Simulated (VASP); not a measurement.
Input of a VASP 6.6.1 run:

Contents of INCAR:

```
PREC = Accurate ; ENCUT = 520
EDIFF = 1E-7 ; ISMEAR = -1
SIGMA = 0.08 ; LREAL = F
LASPH = T ; NELM = 80
ALGO = Normal ; ISIF = 2
LWAVE = F ; LCHARG = F
GGA = PE ; NBANDS = 12
```

Contents of KPOINTS:

```
regular mesh
0
Gamma
  14 14 14
```

POSCAR

```
In
1.0
   -1.8887964636      1.8887964636      1.8887964636
    1.8887964636     -1.8887964636      1.8887964636
    1.8887964636      1.8887964636     -1.8887964636
In
1
Direct
    0.0000000000      0.0000000000      0.0000000000
```

Potentials or basis: VASP PAW PBE potentials, release 64 (In_d).

The run is started by

```sh
$ cat potpaw_PBE.64/In_d/POTCAR > POTCAR
$ mpirun -np 1 vasp_std > vasp.out
```

Question: Predict the pressure.

Answer: 1.1 GPa.
